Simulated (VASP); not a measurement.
ZnO: relaxation of cell and atoms with LDA

The system is ZnO.

```
Zn O
1.0
     0.00000    2.16507    2.16507
     2.16507    0.00000    2.16507
     2.16507    2.16507    0.00000
Zn O
1 1
Direct
  0.00000 0.00000 0.00000
  0.50000 0.50000 0.50000
```

* Program: VASP 6.6.1
* Task: relaxation of cell and atoms
* Functional: LDA
* Potentials or basis: VASP PAW LDA potentials, release 64 (Zn, O)
* Cutoff: 600 eV
* k mesh: 10 × 10 × 10
* Occupations: fermi-dirac, width 0.02 eV
* Spin: no spin polarisation
* Dipole correction: no
* Further INCAR settings: ALGO = Normal; EDIFF = 1e-06; IBRION = 2; EDIFFG = -0.005; NSW = 80; ISIF = 3

```
Relaxed volume                         : 9.40 Å³/atom
Relaxed cell                           : a = 2.985 Å, b = 2.985 Å, c = 2.985 Å, α = 60.00°, β = 60.00°, γ = 60.00°
Space group after relaxing (to 0.05 Å) : Fm-3m (No. 225)
Energy gained by relaxing              : 33.3 meV/atom
Ionic steps                            : 6
Pressure after relaxing                : 0.0 GPa
Band gap on the k mesh                 : 1.08 eV, indirect (least direct gap 2.60 eV)
```

Step by step:
```
step  energy change (eV)  largest force (eV/Å)  pressure (GPa)  volume (Å³)
   1              0.0000                0.0000          -13.32        20.30
   2             -0.0368                0.0000           11.22        17.92
   3             -0.0666                0.0000           -0.12        18.81
   4             -0.0665                0.0000            0.27        18.78
   5             -0.0666                0.0000           -0.23        18.82
   6             -0.0666                0.0000            0.00        18.81
```

Final structure:
```
Zn O
1.0
     0.00000    2.11064    2.11064
     2.11064    0.00000    2.11064
     2.11064    2.11064    0.00000
Zn O
1 1
Direct
  0.00000 0.00000 0.00000
  0.50000 0.50000 0.50000
```

Levels at points of the mesh, in eV from the valence-band top:
```csv
k point,band 6,band 7,band 8,band 9,band 10,band 11,band 12,band 13
"(0.00, 0.00, 0.00)",-4.81,-1.52,-1.52,-1.52,1.08,18.08,18.08,18.08
"(0.50, 0.00, 0.00)",-4.58,-3.74,0.00,0.00,5.39,9.31,12.78,12.78
"(0.50, 0.50, 0.00)",-4.45,-4.05,-3.06,-3.06,4.20,10.79,11.23,15.59
```

Wall time 18 s on 1 thread of Intel(R) Xeon(R) 6975P-C (Granite Rapids) (shared host), peak memory 0.14 GiB.

A k mesh can miss the band edges. As with any semilocal functional, this LDA gap is likely too small.
